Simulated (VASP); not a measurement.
Here is a VASP 6.6.1 calculation.

Contents of INCAR:

```
  PREC = Accurate
  ENCUT = 500
  EDIFF = 1E-6
  ISMEAR = -1
  SIGMA = 0.05
  LREAL = F
  LASPH = T
  NELM = 120
  ALGO = Normal
  ISIF = 2
  LWAVE = F
  LCHARG = F
  GGA = B5
  ALDAX = 1.0
  AGGAX = 1.0
  AGGAC = 1.0
  ALDAC = 0.0
  NBANDS = 19
  GGA_COMPAT = F
```

KPOINTS

```
Automatic mesh
0
Gamma
  12 12 4
```

Contents of POSCAR:

```
ZrS2
1.0
    3.6913830000      0.0000000000      0.0000000000
   -1.8456915000      3.1968314531      0.0000000000
    0.0000000000      0.0000000000      6.0410770000
Zr S
1 2
Direct
    0.0000000000      0.0000000000      0.0000000000
    0.6666670000      0.3333330000      0.7620900000
    0.3333330000      0.6666670000      0.2379100000
```

Potentials or basis: VASP PAW PBE potentials, release 64 (Zr_sv, S).

Run with:

```sh
$ cat potpaw_PBE.64/Zr_sv/POTCAR potpaw_PBE.64/S/POTCAR > POTCAR
$ mpirun -np 1 vasp_std > vasp.out
```

What does it give for the pressure?

4.2 GPa.

Predict the band gap on the k mesh.

1.07 eV, indirect (least direct gap 1.64 eV).

Stress tensor (GPa, compression positive):
```
4.40 0.00 0.00
0.00 4.40 0.00
0.00 0.00 3.79
```

Caveat: the PAW data sets were made with another functional, which shifts forces and pressure a little; this functional lacks dispersion, which binds the layers, so the pressure and a relaxed spacing across them are unreliable. A k mesh can miss the band edges.
